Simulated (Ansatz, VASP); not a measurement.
# TePt in VASP and in Ansatz

```
Te Pt
1.0
     4.11100    0.00000    0.00000
    -2.05550    3.56023    0.00000
     0.00000    0.00000    5.44600
Te Pt
2 2
Direct
  0.33333 0.66667 0.25000
  0.66667 0.33333 0.75000
  0.00000 0.00000 0.05738
  0.00000 0.00000 0.55738
```

Change from the starting cell: all Pt atoms moved +0.312 Å, as atom 3 along Cartesian [0 0 1].

Alike in both runs: task single point; functional r2SCAN; k mesh 12 × 12 × 10; occupations gaussian, width 0.15 eV; no spin polarisation.

|  | VASP | Ansatz |
| --- | --- | --- |
| version | VASP 6.6.1 | Ansatz 0.2.0 |
| potentials or method | VASP PAW PBE potentials, release 64 (Te, Pt), cutoff 520 eV | scalar-relativistic, plane waves, PAW |
| valence electrons in the cell | 32 | 68 |

|  | VASP | Ansatz | Ansatz less VASP |
| --- | --- | --- | --- |
| gap on the k mesh at the Fermi level (eV) | none | none | - |
| pressure (GPa) | 18.5 | 18.4 | -0.03 |
| traceless stress, the component that is largest in VASP (GPa) | -2.23 | -2.35 | -0.118 |
| rms of the force components (eV/Å) | 0.624 | 0.630 | +0.0056 |

VASP's potentials were made for PBE, not for r2SCAN. Atom by atom the forces differ by 0.006 eV/Å (rms over components). A gap of «none» marks a metal or a gap that the smearing closes. VASP's potentials hold 32 valence electrons a cell and Ansatz's 68, so a difference there can come from the potentials and not from the codes.

Spin-orbit coupling is off throughout.
